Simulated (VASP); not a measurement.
A run of VASP 6.6.1 is set up as follows.

File INCAR:

```
SYSTEM = CuF
ALGO = Normal ; EDIFF = 1E-6
ENCUT = 520 ; GGA = PE
ISIF = 2 ; ISMEAR = 0
LASPH = .True. ; LCHARG = .True.
LELF = .True. ; LREAL = .False.
LVHAR = .True. ; LWAVE = .False.
NBANDS = 16 ; NELM = 100
PREC = Accurate ; SIGMA = 0.02
```

The input KPOINTS:

```
k-points
0
Gamma
  10 10 10
  0 0 0
```

POSCAR

```
CuF
1.0
   -2.0992167520      2.0992167520      1.8630324203
    2.0992167520     -2.0992167520      1.8630324203
    2.0992167520      2.0992167520     -1.8630324203
Cu F
1 1
Direct
    0.0000000000      0.0000000000      0.0000000000
    0.5000000000      0.5000000000      0.0000000000
```

Potentials or basis: VASP PAW PBE potentials, release 64 (Cu, F).

Launch:

```console
$ cat potpaw_PBE.64/Cu/POTCAR potpaw_PBE.64/F/POTCAR > POTCAR
$ mpirun -np 1 vasp_std > vasp.out
```

(1) What does it give for the pressure?

(2) What does it give for the band gap on the k mesh?

Answers

(1) 0.4 GPa.

(2) 0.67 eV, indirect (least direct gap 1.26 eV).
